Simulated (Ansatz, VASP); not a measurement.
Al: VASP beside Ansatz

```
CELL_PARAMETERS angstrom
0.00000 2.02481 2.02481
2.02481 0.00000 2.02481
2.02481 2.02481 0.00000
ATOMIC_POSITIONS crystal
Al 0.00000 0.00000 0.00000
```

Alike in both runs: task relaxation of cell and atoms; functional LDA; k mesh 18 × 18 × 18; occupations gaussian, width 0.1 eV; no spin polarisation.

|  | VASP | Ansatz |
| --- | --- | --- |
| version | VASP 6.6.1 | Ansatz 0.2.0 |
| potentials or method | VASP PAW LDA potentials, release 64 (Al), cutoff 600 eV | scalar-relativistic, plane waves, PAW |
| valence electrons in the cell | 3 | 3 |

VASP gave:

```
gap on the k mesh at the Fermi level, each at its own relaxed structure (eV) : none
relaxed volume (Å³/atom)                                                     : 15.82
relaxed cell length with the largest relative difference (Å)                 : 2.818
```

**Question.** What did Ansatz give for the same quantities?

**Answer.** gap on the k mesh at the Fermi level, each at its own relaxed structure (eV): none; relaxed volume (Å³/atom): 15.80; relaxed cell length with the largest relative difference (Å): 2.817.

LDA's correlation is that of Perdew and Zunger in VASP and of Perdew and Wang (1992) in Ansatz. A gap of «none» marks a metal or a gap that the smearing closes.
